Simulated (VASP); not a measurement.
# Sn (I4_1/amd) in VASP: further runs

The runs below take Sn through single point, with PBE.

Everything below comes from runs of VASP 6.6.1. Logs are shortened: lines on timing, memory, paths and dates and some standing lists are left out, and cuts for length are marked.

**1. The cell of the first run**

The structure is tetragonal, space group I4_1/amd (No. 141). Conventional cell: a = 5.632 Å, b = 5.632 Å, c = 3.233 Å, α = 90.00°, β = 90.00°, γ = 90.00°. Within 3.9 Å of Sn (site symmetry -4m2) lie 10 Sn at 2.93 to 3.72 Å.

**2. Single point, PBE (strain -0.050 along x and y, +0.000 along z)**

Input file INCAR:

```
  ALGO = Fast
  EDIFF = 1E-6
  ENCUT = 520
  GGA = PE
  ISIF = 2
  ISMEAR = 0
  LASPH = T
  LCHARG = T
  LELF = T
  LREAL = F
  LVHAR = T
  LWAVE = F
  NBANDS = 21
  NELM = 60
  PREC = Accurate
  SIGMA = 0.15
```

Input file KPOINTS:

```
k-points
0
Gamma
  22 22 22
```

Input file POSCAR:

```
Sn
1.0
   -2.8161004410      2.8161004410      1.6163469653
    2.8161004410     -2.8161004410      1.6163469653
    2.8161004410      2.8161004410     -1.6163469653
Sn
2
Direct
    0.7500000000      0.2500000000      0.5000000000
    0.0000000000      0.0000000000      0.0000000000
```

Potentials or basis: VASP PAW PBE potentials, release 64 (Sn_d).

On the command line:

```console
$ cat potpaw_PBE.64/Sn_d/POTCAR > POTCAR
$ mpirun -np 1 vasp_std > vasp.out
```

OUTCAR:

```text
EDIFF = 1E-6
   ENCUT = 520
   GGA = PE
   ISIF = 2
   ISMEAR = 0
   LASPH = T
   LREAL = F
   NELM = 60
   PREC = Accurate

 ion  position               nearest neighbor table
   1  0.750  0.250  0.500-   2 2.93   2 2.93   2 2.93   2 2.93   2 3.72   2 3.72   2 3.72   2 3.72

   2  0.000  0.000  0.000-   1 2.93   1 2.93   1 2.93   1 2.93   1 3.72   1 3.72   1 3.72   1 3.72

  LATTYP: Found a body centered tetragonal cell.
 ALAT       =     5.6322008820
 C/A-ratio  =     0.5739663763

  Lattice vectors:

 A1 = (  -2.8161004410,   2.8161004410,   1.6163469653)
 A2 = (   2.8161004410,  -2.8161004410,   1.6163469653)
 A3 = (   2.8161004410,   2.8161004410,  -1.6163469653)

Analysis of symmetry for initial positions (statically):
=====================================================================
 Subroutine PRICEL returns:
 Original cell was already a primitive cell.

 Routine SETGRP: Setting up the symmetry group for a
 body centered tetragonal supercell.

 Subroutine GETGRP returns: Found 16 space group operations
 (whereof  8 operations were pure point group operations)
 out of a pool of 16 trial point group operations.

The static configuration has the point symmetry D_2d.
 The point group associated with its full space group is D_4h.

Analysis of symmetry for dynamics (positions and initial velocities):
=====================================================================
 Subroutine PRICEL returns:
 Original cell was already a primitive cell.

 Routine SETGRP: Setting up the symmetry group for a
 body centered tetragonal supercell.

 Subroutine GETGRP returns: Found 16 space group operations
 (whereof  8 operations were pure point group operations)
 out of a pool of 16 trial point group operations.

The dynamic configuration has the point symmetry D_2d.
 The point group associated with its full space group is D_4h.

 Subroutine INISYM returns: Found 16 space group operations
 (whereof  8 operations are pure point group operations),
 and found     1 'primitive' translations

----------------------------------------------------------------------------------------

                                     Primitive cell

  volume of cell :      51.2733

  direct lattice vectors                    reciprocal lattice vectors
    -2.816100441  2.816100441  1.616346965     0.000000000  0.177550485  0.309339523
     2.816100441 -2.816100441  1.616346965     0.177550485  0.000000000  0.309339523
     2.816100441  2.816100441 -1.616346965     0.177550485  0.177550485  0.000000000

  length of vectors
     4.298071765  4.298071765  4.298071765     0.356672280  0.356672280  0.251094304

  position of ions in fractional coordinates (direct lattice)
     0.750000000  0.250000000  0.500000000
     0.000000000  0.000000000  0.000000000

  ion indices of the primitive-cell ions
   primitive index   ion index
                 1           1
                 2           2

----------------------------------------------------------------------------------------

 KPOINTS: k-points

Automatic generation of k-mesh.
 Grid dimensions read from file:
 generate k-points for:   22   22   22

 Generating k-lattice:

  Cartesian coordinates                     Fractional coordinates (reciprocal lattice)
     0.000000000  0.008070477  0.014060887     0.045454545  0.000000000  0.000000000
     0.008070477  0.000000000  0.014060887     0.000000000  0.045454545  0.000000000
     0.008070477  0.008070477  0.000000000     0.000000000  0.000000000  0.045454545

  Length of vectors
     0.016212376  0.016212376  0.011413377

  Shift w.r.t. Gamma in fractional coordinates (k-lattice)
     0.000000000  0.000000000  0.000000000

 Subroutine IBZKPT returns following result:
 ===========================================

 Found    834 irreducible k-points:

 Following reciprocal coordinates:
            Coordinates               Weight
  0.000000  0.000000  0.000000      1.000000
  0.045455  0.000000 -0.000000      8.000000
  0.090909  0.000000 -0.000000      8.000000
  0.136364  0.000000 -0.000000      8.000000
  0.181818  0.000000 -0.000000      8.000000
  0.227273  0.000000  0.000000      8.000000
[... 16 lines left out ...]
  0.500000  0.045455 -0.000000     16.000000
 -0.454545  0.045455 -0.000000     16.000000
 [... further k-points ...]
   k-points           NKPTS =    834   k-points in BZ     NKDIM =    834   number of bands    NBANDS=     21
   number of dos      NEDOS =    301   number of ions     NIONS =      2
   total plane-waves  NPLWV =  32768
   dimension x,y,z NGX =    32 NGY =   32 NGZ =   32
   dimension x,y,z NGXF=    64 NGYF=   64 NGZF=   64
   ions per type =               2
   NGX,Y,Z   is equivalent  to a cutoff of  12.38, 12.38, 12.38 a.u.
   NGXF,Y,Z  is equivalent  to a cutoff of  24.75, 24.75, 24.75 a.u.
 SYSTEM =  unknown system
   PREC   = accura    normal or accurate (medium, high low for compatibility)
   ISTART =      0    job   : 0-new  1-cont  2-samecut
   ICHARG =      2    charge: 1-file 2-atom 10-const
   ISPIN  =      1    spin polarized calculation?
   LNONCOLLINEAR =      F non collinear calculations
   LSORBIT =      F    spin-orbit coupling
   LASPH  =      T    aspherical Exc in radial PAW
   ENCUT  =  520.0 eV  38.22 Ry    6.18 a.u.   7.99  7.99  7.99*2*pi/ulx,y,z
   NELM   =     60;   NELMIN=  2; NELMDL= -5     # of ELM steps
   EDIFF  = 0.1E-05   stopping-criterion for ELM
   LREAL  =      F    real-space projection
   EDIFFG = 0.1E-04   stopping-criterion for IOM
   NSW    =      0    number of steps for IOM
   IBRION =     -1    ionic relax: 0-MD 1-quasi-New 2-CG
   NFREE  =      0    steps in history (QN), initial steepest desc. (CG)
   ISIF   =      2    stress and relaxation
   ISYM   =      2    0-nonsym 1-usesym 2-fastsym
   POTIM  = 0.5000    time-step for ionic-motion
   TEBEG  =    0.0;   TEEND  =   0.0 temperature during run
   PSTRESS=    0.0 pullay stress
   NELECT =      28.0000    total number of electrons
   NUPDOWN=      -1.0000    fix difference up-down
   EMIN   =  10.00;   EMAX   =-10.00  energy-range for DOS
   EFERMI =   0.00;   METHOD = LEGACY
   ISMEAR =     0;   SIGMA  =   0.15  broadening in eV -4-tet -1-fermi 0-gaus
   EFERMI_NEDOS =   21; number of points for ismear=-14 and -15
   IALGO  =     68    algorithm
   IMIX   =      4    mixing-type and parameters
     AMIX     =   0.40;   BMIX     =  1.00
     AMIX_MAG =   1.60;   BMIX_MAG =  1.00
  volume/ion in A,a.u.               =      25.64       173.00
  Fermi-wavevector in a.u.,A,eV,Ry     =   1.338127  2.528693 24.362360  1.790583
  Thomas-Fermi vector in A             =   2.466621
   LORBIT       =      0    0 simple, 1 ext, 2 COOP (PROOUT), +10 PAW based schemes
   GGA     = PE    functional components
   LHFCALC =     F    Hartree Fock is set to
   AEXX    =    0.0000 exact exchange contribution
   IVDW    =     0    specifies the selected vdW correction
   LEPSILON=     F    determine dielectric tensor
   LRPA    =     F    only Hartree local field effects (RPA)
 non-spin polarized calculation
 RMM-DIIS sequential band-by-band and
 Gauss-broadening in eV      SIGMA  =   0.15
  energy-cutoff  :      520.00
  volume of cell :       51.27
 maximum number of plane-waves:      1410
   NGX = 15   NGY = 15   NGZ = 15

 number of electron      27.9999995 magnetization

 Free energy of the ion-electron system (eV)
  ---------------------------------------------------
  ext. energy  EPLUGINS =         0.00000000
  ---------------------------------------------------
  free energy    TOTEN  =        -7.48719706 eV

  energy without entropy =       -7.47793395  energy(sigma->0) =       -7.48256550

 E-fermi :   8.7109     XC(G=0): -10.5747

 val. band max:        8.7098541513   @ k =   0.4091   0.1364   0.0455
 cond. band min:       8.7115002295   @ k =   0.1364   0.0455   0.0455
 fundamental gap:      0.0016460782
 Fermi energy:         8.7109412609

 k-point     1 :       0.0000    0.0000    0.0000
  band No.  band energies     occupation
      1     -13.0833      2.00000
      2     -12.9290      2.00000
      3     -12.9143      2.00000
      4     -12.8506      2.00000
      5     -12.7350      2.00000
      6     -12.7350      2.00000
[... 13 lines left out ...]
     20      19.3905      0.00000
     21      19.4231      0.00000

 k-point     2 :       0.0455    0.0000   -0.0000
  band No.  band energies     occupation
      1     -13.0818      2.00000
      2     -12.9271      2.00000
      3     -12.9111      2.00000
      4     -12.8469      2.00000
      5     -12.7377      2.00000
      6     -12.7370      2.00000
[... 13 lines left out ...]
     20      18.5117      0.00000
     21      18.5738      0.00000

 k-point     3 :       0.0909    0.0000   -0.0000
  band No.  band energies     occupation
      1     -13.0772      2.00000
      2     -12.9216      2.00000
      3     -12.9023      2.00000
      4     -12.8372      2.00000
      5     -12.7448      2.00000
      6     -12.7401      2.00000
[... 13 lines left out ...]
     20      17.7230      0.00000
     21      17.8963      0.00000

 k-point     4 :       0.1364    0.0000   -0.0000
  band No.  band energies     occupation
      1     -13.0697      2.00000
      2     -12.9129      2.00000
      3     -12.8893      2.00000
      4     -12.8253      2.00000
      5     -12.7548      2.00000
      6     -12.7393      2.00000
[... 13 lines left out ...]
     20      17.0818      0.00000
     21      17.6016      0.00000

 k-point     5 :       0.1818    0.0000   -0.0000
  band No.  band energies     occupation
      1     -13.0599      2.00000
      2     -12.9017      2.00000
      3     -12.8753      2.00000
      4     -12.8170      2.00000
      5     -12.7662      2.00000
      6     -12.7303      2.00000
[... 13 lines left out ...]
     20      16.5523      0.00000
     21      17.6527      0.00000
[... 382 lines left out ...]
     20      17.5579      0.00000
     21      19.9056      0.00000

 k-point    22 :       0.4545    0.0455   -0.0000
  band No.  band energies     occupation
      1     -12.9931      2.00000
      2     -12.8923      2.00000
      3     -12.8644      2.00000
      4     -12.8314      2.00000
      5     -12.7768      2.00000
      6     -12.7693      2.00000
[... 13 lines left out ...]
     20      18.4308      0.00000
     21      19.1996      0.00000

 k-point    23 :       0.5000    0.0455   -0.0000
  band No.  band energies     occupation
      1     -12.9915      2.00000
      2     -12.8941      2.00000
      3     -12.8635      2.00000
      4     -12.8324      2.00000
      5     -12.7756      2.00000
      6     -12.7684      2.00000
[... 13 lines left out ...]
     20      18.4420      0.00000
     21      19.2177      0.00000

 k-point    24 :      -0.4545    0.0455   -0.0000
  band No.  band energies     occupation
      1     -12.9959      2.00000
      2     -12.8863      2.00000
      3     -12.8615      2.00000
      4     -12.8364      2.00000
      5     -12.7786      2.00000
      6     -12.7650      2.00000
[... 13 lines left out ...]
     20      17.6066      0.00000
     21      19.8736      0.00000

 [... further k-points ...]

------------------------ aborting loop because EDIFF is reached ----------------------------------------

  FORCE on cell =-STRESS in cart. coord.  units (eV):
  Direction    XX          YY          ZZ          XY          YZ          ZX
  --------------------------------------------------------------------------------------
  -------------------------------------------------------------------------------------
  Total        2.5675337      2.5675337      1.1080685      0.0000000      0.0000000      0.0000000
  in kB       80.2298292     80.2298292     34.6247253      0.0000000      0.0000000      0.0000000
  external PRESSURE =      65.0281279 kB  Pullay stress =       0.0000000 kB

 VOLUME and BASIS-vectors are now :
 -----------------------------------------------------------------------------
  energy-cutoff  :      520.00
  volume of cell :       51.27
      direct lattice vectors                 reciprocal lattice vectors
    -2.816100441  2.816100441  1.616346965     0.000000000  0.177550485  0.309339523
     2.816100441 -2.816100441  1.616346965     0.177550485  0.000000000  0.309339523
     2.816100441  2.816100441 -1.616346965     0.177550485  0.177550485  0.000000000

 POSITION                                       TOTAL-FORCE (eV/Angst)
 -----------------------------------------------------------------------------------
     -0.00000      2.81610      0.80817         0.000000     -0.000000     -0.000000
      0.00000      0.00000      0.00000        -0.000000      0.000000      0.000000
 -----------------------------------------------------------------------------------
    total drift:                                0.000000     -0.000000      0.000000

  FREE ENERGIE OF THE ION-ELECTRON SYSTEM (eV)
  ---------------------------------------------------
  free  energy   TOTEN  =        -7.4871970624 eV

  energy  without entropy=       -7.4779339452  energy(sigma->0) =       -7.48256550
```

Run time: 19 min. Hardware: 1 thread of Intel Xeon 8259CL, shared host; peak memory 0.74 GiB.

Results:

```
Free energy            : -7.4872 eV
Pressure               : 6.5 GPa
Band gap on the k mesh : zero (bands 14 and 15 overlap by 5.21 eV)
```

Caveat: the cell differs from its parent crystal (strain -0.050 along x and y, +0.000 along z); the cell stands under pressure; spin-orbit coupling is left out, which moves the levels of the heavy elements.

**3. Single point, PBE (strain -0.050 along x and y, +0.025 along z)**

Input file INCAR:

```
SYSTEM = Sn
PREC = Accurate
ENCUT = 520
EDIFF = 1E-6
ISMEAR = 0
SIGMA = 0.15
LREAL = .False.
LASPH = .True.
NELM = 60
ALGO = Fast
ISIF = 2
LWAVE = .False.
LCHARG = .False.
GGA = PE
NBANDS = 21
```

Input file KPOINTS:

```
Automatic mesh
0
Gamma
  22 22 22
  0 0 0
```

Input file POSCAR:

```
Sn
1.0
   -2.8161004410      2.8161004410      1.6567556394
    2.8161004410     -2.8161004410      1.6567556394
    2.8161004410      2.8161004410     -1.6567556394
Sn
2
Direct
    0.7500000000      0.2500000000      0.5000000000
    0.0000000000      0.0000000000      0.0000000000
```

Potentials or basis: VASP PAW PBE potentials, release 64 (Sn_d).

On the command line:

```console
$ cat potpaw_PBE.64/Sn_d/POTCAR > POTCAR
$ mpirun -np 1 vasp_std > vasp.out
```

Wall time 20 min (1 thread of Intel Xeon 8259CL, shared host); peak memory 0.76 GiB.

The run converged. Its results:

```
Free energy            : -7.5069 eV
Pressure               : 5.0 GPa
Band gap on the k mesh : zero (bands 14 and 15 overlap by 5.29 eV)
```

Stress tensor (GPa, compression positive):
```
6.84 0.00 0.00
0.00 6.84 0.00
0.00 0.00 1.37
```

Levels at points of the mesh, in eV from the Fermi level:
```tsv
k point	band 12	band 13	band 14	band 15	band 16	band 17
(0.00, 0.00, 0.00)	-2.75	-1.78	-1.78	3.20	5.94	6.02
(0.50, 0.00, 0.00)	-5.79	-2.18	-1.53	-1.53	2.11	3.05
(0.50, 0.50, 0.00)	-8.95	0.92	0.92	2.26	2.26	5.04
(0.50, 0.50, 0.50)	-7.31	-4.95	-4.95	3.77	3.77	10.66
```

Caveat: the cell differs from its parent crystal (strain -0.050 along x and y, +0.025 along z); the stress differs along the axes, from 1 to 7 GPa; spin-orbit coupling is left out, which moves the levels of the heavy elements.
